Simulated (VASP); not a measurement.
# SiTe2 (P-3m1) in VASP: a series of runs

SiTe2 is run at these levels: LDA; tasks: single point.

Everything below comes from runs of VASP 6.6.1. Logs are shortened: lines on timing, memory, paths and dates and some standing lists are left out, and cuts for length are marked.

**1. The cell of the first run**

It takes space group P-3m1 (No. 164, trigonal). The conventional cell has a = 3.736 Å, b = 3.736 Å, c = 6.959 Å, α = 90.00°, β = 90.00°, γ = 120.00°. Within 3.5 Å of Si (site symmetry -3m) lie 6 Te at 2.67 Å. Within 3.5 Å of Te (site symmetry 3m) lie 3 Si at 2.67 Å.

**2. Single point, LDA**

File INCAR:

```
ALGO     = Normal         # electronic algorithm
EDIFF    = 1E-6           # SCF threshold, eV
ENCUT    = 520            # plane-wave cutoff, eV
ISIF     = 2              # what is computed and relaxed
ISMEAR   = -1             # smearing method
LASPH    = True           # aspherical terms in the spheres
LCHARG   = False          # write CHGCAR
LREAL    = False          # projectors in reciprocal space
LWAVE    = False          # write WAVECAR
NBANDS   = 15             # bands
NELM     = 80             # most SCF steps
PREC     = Accurate       # precision mode
SIGMA    = 0.01           # smearing width, eV
```

File KPOINTS:

```
k-points
0
Gamma
  5 5 3
```

File POSCAR:

```
SiTe2
1.0
    3.7360428078      0.0000000000      0.0000000000
   -1.8680214039      3.2355084075      0.0000000000
    0.0000000000      0.0000000000      6.9590783078
Si Te
1 2
Direct
    0.0000000000      0.0000000000      0.0000000000
    0.3333333333      0.6666666667      0.7734080000
    0.6666666667      0.3333333333      0.2265920000
```

Potentials or basis: VASP PAW LDA potentials, release 64 (Si, Te).

Command:

```sh
$ cat potpaw_LDA.64/Si/POTCAR potpaw_LDA.64/Te/POTCAR > POTCAR
$ mpirun -np 1 vasp_std > vasp.out
```

OUTCAR:

```text
EDIFF = 1E-6
   ENCUT = 520
   ISIF = 2
   ISMEAR = -1
   LASPH = True
   LREAL = False
   NELM = 80
   PREC = Accurate

 ion  position               nearest neighbor table
   1  0.000  0.000  0.000-   2 2.67   3 2.67   3 2.67   2 2.67   3 2.67   2 2.67
   2  0.333  0.667  0.773-   1 2.67   1 2.67   1 2.67
   3  0.667  0.333  0.227-   1 2.67   1 2.67   1 2.67

  LATTYP: Found a hexagonal cell.
 ALAT       =     3.7360428078
 C/A-ratio  =     1.8626869835

  Lattice vectors:

 A1 = (   3.7360428078,   0.0000000000,   0.0000000000)
 A2 = (  -1.8680214039,   3.2355084075,   0.0000000000)
 A3 = (   0.0000000000,   0.0000000000,   6.9590783078)

Analysis of symmetry for initial positions (statically):
=====================================================================
 Subroutine PRICEL returns:
 Original cell was already a primitive cell.

 Routine SETGRP: Setting up the symmetry group for a
 hexagonal supercell.

 Subroutine GETGRP returns: Found 12 space group operations
 (whereof 12 operations were pure point group operations)
 out of a pool of 24 trial point group operations.

The static configuration has the point symmetry D_3d.

Analysis of symmetry for dynamics (positions and initial velocities):
=====================================================================
 Subroutine PRICEL returns:
 Original cell was already a primitive cell.

 Routine SETGRP: Setting up the symmetry group for a
 hexagonal supercell.

 Subroutine GETGRP returns: Found 12 space group operations
 (whereof 12 operations were pure point group operations)
 out of a pool of 24 trial point group operations.

The dynamic configuration has the point symmetry D_3d.

 Subroutine INISYM returns: Found 12 space group operations
 (whereof 12 operations are pure point group operations),
 and found     1 'primitive' translations

----------------------------------------------------------------------------------------

                                     Primitive cell

  volume of cell :      84.1213

  direct lattice vectors                    reciprocal lattice vectors
     3.736042808  0.000000000  0.000000000     0.267662886  0.154535219  0.000000000
    -1.868021404  3.235508407  0.000000000     0.000000000  0.309070438  0.000000000
     0.000000000  0.000000000  6.959078308     0.000000000  0.000000000  0.143697190

  length of vectors
     3.736042808  3.736043177  6.959078308     0.309070468  0.309070438  0.143697190

  position of ions in fractional coordinates (direct lattice)
     0.000000000  0.000000000  0.000000000
     0.333333333  0.666666667  0.773408000
     0.666666667  0.333333333  0.226592000

  ion indices of the primitive-cell ions
   primitive index   ion index
                 1           1
                 2           2
                 3           3

----------------------------------------------------------------------------------------

 KPOINTS: k-points

Automatic generation of k-mesh.
 Grid dimensions read from file:
 generate k-points for:    5    5    3

 Generating k-lattice:

  Cartesian coordinates                     Fractional coordinates (reciprocal lattice)
     0.053532577  0.030907044  0.000000000     0.200000000  0.000000000  0.000000000
     0.000000000  0.061814088  0.000000000     0.000000000  0.200000000  0.000000000
     0.000000000  0.000000000  0.047899063     0.000000000  0.000000000  0.333333333

  Length of vectors
     0.061814094  0.061814088  0.047899063

  Shift w.r.t. Gamma in fractional coordinates (k-lattice)
     0.000000000  0.000000000  0.000000000

 Subroutine IBZKPT returns following result:
 ===========================================

 Found     12 irreducible k-points:

 Following reciprocal coordinates:
            Coordinates               Weight
  0.000000  0.000000  0.000000      1.000000
  0.200000 -0.000000  0.000000      6.000000
  0.400000 -0.000000  0.000000      6.000000
  0.200000  0.200000  0.000000      6.000000
  0.400000  0.200000  0.000000      6.000000
  0.000000  0.000000  0.333333      2.000000
  0.200000 -0.000000  0.333333      6.000000
  0.000000  0.200000  0.333333      6.000000
  0.400000 -0.000000  0.333333      6.000000
  0.000000  0.400000  0.333333      6.000000
  0.200000  0.200000  0.333333     12.000000
  0.400000  0.200000  0.333333     12.000000
   k-points           NKPTS =     12   k-points in BZ     NKDIM =     12   number of bands    NBANDS=     15
   number of dos      NEDOS =    301   number of ions     NIONS =      3
   total plane-waves  NPLWV =  42336
   dimension x,y,z NGX =    28 NGY =   28 NGZ =   54
   dimension x,y,z NGXF=    56 NGYF=   56 NGZF=  108
   ions per type =               1   2
   NGX,Y,Z   is equivalent  to a cutoff of  12.46, 12.46, 12.90 a.u.
   NGXF,Y,Z  is equivalent  to a cutoff of  24.92, 24.92, 25.80 a.u.
 SYSTEM =  unknown system
   PREC   = accura    normal or accurate (medium, high low for compatibility)
   ISTART =      0    job   : 0-new  1-cont  2-samecut
   ICHARG =      2    charge: 1-file 2-atom 10-const
   ISPIN  =      1    spin polarized calculation?
   LNONCOLLINEAR =      F non collinear calculations
   LSORBIT =      F    spin-orbit coupling
   LASPH  =      T    aspherical Exc in radial PAW
   ENCUT  =  520.0 eV  38.22 Ry    6.18 a.u.   6.95  6.95 12.94*2*pi/ulx,y,z
   NELM   =     80;   NELMIN=  2; NELMDL= -5     # of ELM steps
   EDIFF  = 0.1E-05   stopping-criterion for ELM
   LREAL  =      F    real-space projection
   EDIFFG = 0.1E-04   stopping-criterion for IOM
   NSW    =      0    number of steps for IOM
   IBRION =     -1    ionic relax: 0-MD 1-quasi-New 2-CG
   NFREE  =      0    steps in history (QN), initial steepest desc. (CG)
   ISIF   =      2    stress and relaxation
   ISYM   =      2    0-nonsym 1-usesym 2-fastsym
   POTIM  = 0.5000    time-step for ionic-motion
   TEBEG  =    0.0;   TEEND  =   0.0 temperature during run
   PSTRESS=    0.0 pullay stress
   NELECT =      16.0000    total number of electrons
   NUPDOWN=      -1.0000    fix difference up-down
   EMIN   =  10.00;   EMAX   =-10.00  energy-range for DOS
   EFERMI =   0.00;   METHOD = LEGACY
   ISMEAR =    -1;   SIGMA  =   0.01  broadening in eV -4-tet -1-fermi 0-gaus
   EFERMI_NEDOS =   21; number of points for ismear=-14 and -15
   IALGO  =     38    algorithm
   IMIX   =      4    mixing-type and parameters
     AMIX     =   0.40;   BMIX     =  1.00
     AMIX_MAG =   1.60;   BMIX_MAG =  1.00
  volume/ion in A,a.u.               =      28.04       189.23
  Fermi-wavevector in a.u.,A,eV,Ry     =   0.941484  1.779146 12.060089  0.886392
  Thomas-Fermi vector in A             =   2.068999
   LORBIT       =      0    0 simple, 1 ext, 2 COOP (PROOUT), +10 PAW based schemes
   GGA     = CA    functional components
   LHFCALC =     F    Hartree Fock is set to
   AEXX    =    0.0000 exact exchange contribution
   IVDW    =     0    specifies the selected vdW correction
   LEPSILON=     F    determine dielectric tensor
   LRPA    =     F    only Hartree local field effects (RPA)
 non-spin polarized calculation
  energy-cutoff  :      520.00
  volume of cell :       84.12
 maximum number of plane-waves:      2281
 NGX is ok and might be reduce to    28
   NGX = 13   NGY = 13   NGZ = 25

 number of electron      16.0000000 magnetization

 Free energy of the ion-electron system (eV)
  ---------------------------------------------------
  ext. energy  EPLUGINS =         0.00000000
  ---------------------------------------------------
  free energy    TOTEN  =       -13.44528180 eV

  energy without entropy =      -13.44505942  energy(sigma->0) =      -13.44517061

 E-fermi :   5.9435     XC(G=0):  -9.4588

 val. band max:        5.9025408678   @ k =   0.0000   0.0000   0.3333
 cond. band min:       5.9869490269   @ k =   0.2000  -0.0000   0.3333
 fundamental gap:      0.0844081591
 Fermi energy:         5.9434583558

 k-point     1 :       0.0000    0.0000    0.0000
  band No.  band energies     occupation
      1      -7.8673      2.00000
      2      -5.7735      2.00000
      3      -0.5505      2.00000
      4       5.0034      2.00000
      5       5.3217      2.00000
      6       5.3217      2.00000
      7       5.8608      1.99948
      8       5.8608      1.99948
      9       7.0929      0.00000
     10       9.1784      0.00000
     11       9.3966      0.00000
     12       9.3966      0.00000
     13      10.7258      0.00000
     14      12.5980      0.00000
     15      12.5980      0.00000

 k-point     2 :       0.2000   -0.0000    0.0000
  band No.  band energies     occupation
      1      -7.3642      2.00000
      2      -5.4132      2.00000
      3      -0.3687      2.00000
      4       2.2591      2.00000
      5       3.8049      2.00000
      6       4.0551      2.00000
      7       5.1756      2.00000
      8       6.0994      0.00000
      9       7.4107      0.00000
     10       9.3103      0.00000
     11       9.9284      0.00000
     12      10.5073      0.00000
     13      10.9670      0.00000
     14      12.2110      0.00000
     15      13.4909      0.00000

 k-point     3 :       0.4000   -0.0000    0.0000
  band No.  band energies     occupation
      1      -6.0039      2.00000
      2      -4.8681      2.00000
      3      -1.5498      2.00000
      4       0.7345      2.00000
      5       2.3661      2.00000
      6       3.1114      2.00000
      7       4.5772      2.00000
      8       5.5554      2.00000
      9       5.8802      1.99641
     10       8.9943      0.00000
     11       9.8669      0.00000
     12      10.3493      0.00000
     13      11.2950      0.00000
     14      13.2161      0.00000
     15      14.5513      0.00000
[... 127 lines left out ...]
 k-point    11 :       0.2000    0.2000    0.3333
  band No.  band energies     occupation
      1      -6.3717      2.00000
      2      -4.9844      2.00000
      3      -0.9117      2.00000
      4       1.1921      2.00000
      5       2.0932      2.00000
      6       3.2533      2.00000
      7       3.9897      2.00000
      8       5.1027      2.00000
      9       7.5896      0.00000
     10       8.9655      0.00000
     11      10.3321      0.00000
     12      11.2982      0.00000
     13      11.3298      0.00000
     14      12.0416      0.00000
     15      13.7339      0.00000

 k-point    12 :       0.4000    0.2000    0.3333
  band No.  band energies     occupation
      1      -5.1248      2.00000
      2      -4.8735      2.00000
      3      -2.1443      2.00000
      4       0.6357      2.00000
      5       1.4930      2.00000
      6       2.4290      2.00000
      7       4.4111      2.00000
      8       4.7925      2.00000
      9       6.8310      0.00000
     10       9.3932      0.00000
     11       9.5940      0.00000
     12      10.7960      0.00000
     13      11.2605      0.00000
     14      13.0477      0.00000
     15      14.7076      0.00000

------------------------ aborting loop because EDIFF is reached ----------------------------------------

  FORCE on cell =-STRESS in cart. coord.  units (eV):
  Direction    XX          YY          ZZ          XY          YZ          ZX
  --------------------------------------------------------------------------------------
  -------------------------------------------------------------------------------------
  Total       -0.2095118     -0.2095119      1.0364027      0.0000000      0.0000000     -0.0000000
  in kB       -3.9903684     -3.9903695     19.7393581      0.0000000      0.0000000     -0.0000000
  external PRESSURE =       3.9195401 kB  Pullay stress =       0.0000000 kB

 VOLUME and BASIS-vectors are now :
 -----------------------------------------------------------------------------
  energy-cutoff  :      520.00
  volume of cell :       84.12
      direct lattice vectors                 reciprocal lattice vectors
     3.736042808  0.000000000  0.000000000     0.267662886  0.154535219  0.000000000
    -1.868021404  3.235508407  0.000000000     0.000000000  0.309070438  0.000000000
     0.000000000  0.000000000  6.959078308     0.000000000  0.000000000  0.143697190

 POSITION                                       TOTAL-FORCE (eV/Angst)
 -----------------------------------------------------------------------------------
      0.00000      0.00000      0.00000        -0.000000      0.000000      0.000000
     -0.00000      2.15701      5.38221        -0.000000     -0.000000     -0.418624
      1.86802      1.07850      1.57687         0.000000     -0.000000      0.418624
 -----------------------------------------------------------------------------------
    total drift:                                0.000000     -0.000000      0.000000

  FREE ENERGIE OF THE ION-ELECTRON SYSTEM (eV)
  ---------------------------------------------------
  free  energy   TOTEN  =       -13.4452817990 eV

  energy  without entropy=      -13.4450594216  energy(sigma->0) =      -13.44517061
```

Run time: 12 s. Hardware: 1 thread of Intel Xeon 6975P-C, shared host; peak memory 0.16 GiB.

What came out:

| Quantity | Value |
| --- | --- |
| Free energy | -13.4453 eV |
| Pressure | 0.4 GPa |
| Largest force | 0.419 eV/Å |
| Band gap on the k mesh | zero (band 8 reaches 6.10 eV, above the bottom of band 9 at 5.49 eV) |

Forces on the atoms (eV/Å):
```
Si   0.000  0.000  0.000
Te   0.000  0.000 -0.419
Te   0.000  0.000  0.419
```

Levels at points of the mesh, in eV from the Fermi level:
| k point | band 4 | band 5 | band 6 | band 7 | band 8 | band 9 | band 10 | band 11 | band 12 | band 13 |
| --- | --- | --- | --- | --- | --- | --- | --- | --- | --- | --- |
| (0.00, 0.00, 0.00) | -0.94 | -0.62 | -0.62 | -0.08 | -0.08 | 1.15 | 3.23 | 3.45 | 3.45 | 4.78 |

Caveat: the k points lie up to 0.39 Å⁻¹ apart; spin-orbit coupling is left out, which moves the levels of the heavy elements.

**3. Single point, LDA**

This run uses another cell than the first one, of 28.93 Å³/atom, 1.032 times its volume.

File INCAR:

```
  ALGO = Normal
  EDIFF = 1E-6
  ENCUT = 520
  GGA = CA
  ISIF = 2
  ISMEAR = -1
  LASPH = True
  LCHARG = False
  LREAL = False
  LWAVE = False
  NBANDS = 15
  NELM = 100
  PREC = Accurate
  SIGMA = 0.01
```

KPOINTS is that of step 2.

File POSCAR:

```
SiTe2
1.0
    3.7749627214      0.0000000000      0.0000000000
   -1.8874813607      3.2692140458      0.0000000000
    0.0000000000      0.0000000000      7.0315739241
Si Te
1 2
Direct
    0.0000000000      0.0000000000      0.0000000000
    0.3333333333      0.6666666667      0.7734080000
    0.6666666667      0.3333333333      0.2265920000
```

Potentials or basis: VASP PAW LDA potentials, release 64 (Si, Te).

Command:

```sh
$ cat potpaw_LDA.64/Si/POTCAR potpaw_LDA.64/Te/POTCAR > POTCAR
$ mpirun -np 1 vasp_std > vasp.out
```

Run time: 14 s. Hardware: 1 thread of Intel Xeon 6975P-C, shared host; peak memory 0.16 GiB.

Results (log left out):

* Free energy: -13.4367 eV
* Pressure: -1.4 GPa
* Largest force: 0.166 eV/Å
* Band gap on the k mesh: zero (band 8 reaches 5.72 eV, above the bottom of band 9 at 5.12 eV)

Forces in eV/Å, atoms in the order of the input:
```
Si   0.000  0.000  0.000
Te   0.000  0.000 -0.166
Te   0.000  0.000  0.166
```

Stress tensor (GPa, compression positive):
```
-2.23  0.00  0.00
 0.00 -2.23  0.00
 0.00  0.00  0.31
```

Levels at points of the mesh, in eV from the Fermi level:
```tsv
k point	band 6	band 7	band 8	band 9	band 10	band 11
(0.00, 0.00, 0.00)	-0.60	-0.08	-0.08	0.98	3.14	3.38
```

Caveat: the k points lie up to 0.38 Å⁻¹ apart; spin-orbit coupling is left out, which moves the levels of the heavy elements.

(Part 1 of 2 ends here.)
